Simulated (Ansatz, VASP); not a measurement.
## Two plane-wave programs on H2CO

```xyz
40
Lattice="8.1882 0.0000 0.0000 0.0000 8.1882 0.0000 0.0000 0.0000 8.1882" Properties=species:S:1:pos:R:3 pbc="T T T"
O     3.7383    1.3731    4.4528
O     4.6728    6.7553    6.1585
O     2.5678    3.2248    0.1860
O     8.3612    0.6062    3.5005
O     6.6494    4.0890    8.0026
O     6.3975    0.4403    7.9094
O     5.4418    7.0788    2.8600
O     2.2997    6.8752    0.5217
O     2.8519    5.0126    3.6282
O     0.0686    4.5263    4.9079
C     3.0385    0.4200    4.1682
C     5.7529    6.2389    5.9597
C     3.4752    4.0187    0.3294
C     7.4171    1.3548    3.6679
C     7.7014    3.4781    7.9782
C     5.3032    0.7267    7.4476
C     5.5578    6.6411    1.7326
C     1.1320    7.1624    0.6616
C     3.3678    4.1831    4.3537
C     0.6479    5.5789    4.7026
H     2.9809    0.0285    3.1321
H     2.4455   -0.1086    4.9456
H     6.6961    6.7052    6.3307
H     5.8602    5.2823    5.4074
H     4.1110    4.3386   -0.5253
H     3.7098    4.4752    1.3174
H     6.3888    0.9688    3.8730
H     7.5531    2.4631    3.6232
H     7.8447    2.5332    8.5459
H     8.5663    3.8263    7.3739
H     5.1932    1.2805    6.4919
H     4.3536    0.4907    7.9761
H     4.7605    6.7780    0.9686
H     6.4501    6.0539    1.4093
H     0.6296    7.9724    0.0811
H     0.5005    6.6108    1.4017
H     4.3795    3.7751    4.1477
H     2.8548    3.7728    5.2512
H     1.3438    6.0113    5.4584
H     0.4622    6.2000    3.8022
```

Alike in both runs: functional PBE; dispersion D3(BJ); k mesh 1 × 1 × 1; occupations fermi-dirac, width 0.02 eV; no spin polarisation.

Ansatz relaxed the structure, and its values are those at the end. VASP's run is a single point on that final structure, the one shown.

|  | VASP | Ansatz |
| --- | --- | --- |
| version | VASP 6.6.1 | Ansatz 0.2.0 |
| potentials or method | VASP PAW PBE potentials, release 64 (O, C, H), cutoff 520 eV | scalar-relativistic, plane waves, PAW |
| valence electrons in the cell | 120 | 120 |

VASP gave:

```
rms of the force components (eV/Å) : 0.197
```

What did Ansatz give for the same quantities?

rms of the force components (eV/Å): 0.057.

One of these differences is far larger than is usual between the two programs; its cause wasn't traced.

Noted on VASP's run: the standard files for N, O and F lose accuracy on very short bonds.
